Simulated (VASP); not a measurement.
Set up this calculation in VASP 6.6.1, as the native input.

```
Task                   : relaxation of shape and atoms at fixed volume
Functional             : PBE
Dispersion             : D3(BJ)
Potentials or basis    : VASP PAW PBE potentials, release 64 (Sb)
Cutoff                 : 600 eV
k mesh                 : 12 × 12 × 12
Occupations            : gaussian, width 0.05 eV
Spin                   : no spin polarisation
Dipole correction      : no
Further INCAR settings : ALGO = Normal; EDIFF = 1e-06; IBRION = 2; EDIFFG = -0.01; NSW = 60; ISIF = 4
```

The structure of Sb lies in POSCAR:

```
Sb
1.0
    2.1542000000      1.2437279499      3.7580000000
   -2.1542000000      1.2437279499      3.7580000000
    0.0000000000     -2.4874558998      3.7580000000
Sb
2
Direct
    0.2334900000      0.2334900000      0.2334900000
    0.7665100000      0.7665100000      0.7665100000
```

One way to write it, as run:

INCAR

```
PREC = Accurate
ENCUT = 600
EDIFF = 1E-6
ISMEAR = 0
SIGMA = 0.05
LREAL = False
LASPH = True
NELM = 80
ALGO = Normal
ISIF = 4
LWAVE = False
LCHARG = False
GGA = PE
IVDW = 12
IBRION = 2
NSW = 60
EDIFFG = -0.01
```

KPOINTS

```
Automatic mesh
0
Gamma
  12 12 12
```

Potentials or basis: VASP PAW PBE potentials, release 64 (Sb).

Run with:

```console
$ cat potpaw_PBE.64/Sb/POTCAR > POTCAR
$ mpirun -np 1 vasp_std > vasp.out
```

Results of the run:

The energy gained by relaxing is 3.8 meV/atom, the ionic steps are 6 and the pressure after relaxing is -0.7 GPa. The largest force after relaxing is 0.004 eV/Å, the band gap on the k mesh is zero (bands 5 and 6 overlap by 0.23 eV) and the dispersion energy per atom is -0.473 eV.

Caveat: spin-orbit coupling is left out, which moves the levels of the heavy elements.

Wall time 2.5 min on 1 thread of AMD EPYC 9R45 96-Core Processor (Zen 5), on a shared host, peak memory 0.27 GiB.
